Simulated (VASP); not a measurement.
Here is a VASP 6.6.1 calculation.

INCAR

```
SYSTEM = SrTl
PREC = Accurate ; ENCUT = 520
EDIFF = 1E-6 ; ISMEAR = -1
SIGMA = 0.05 ; LREAL = .False.
LASPH = .True. ; NELM = 60
ALGO = Normal ; ISIF = 2
LWAVE = .False. ; LCHARG = .False.
GGA = CA ; NBANDS = 18
```

KPOINTS

```
regular mesh
0
Gamma
  9 9 9
  0 0 0
```

File POSCAR:

```
SrTl
1.0
    3.8486115898      0.0000000000      0.0000000000
    0.0000000000      3.8486115898      0.0000000000
    0.0000000000      0.0000000000      3.8486115898
Sr Tl
1 1
Direct
    0.0000000000      0.0000000000      0.0000000000
    0.5000000000      0.5000000000      0.5000000000
```

Potentials or basis: VASP PAW LDA potentials, release 64 (Sr_sv, Tl_d).

The run is started by

```console
$ cat potpaw_LDA.64/Sr_sv/POTCAR potpaw_LDA.64/Tl_d/POTCAR > POTCAR
$ mpirun -np 1 vasp_std > vasp.out
```

(1) Predict the pressure.

## Answers

(1) 3.5 GPa.
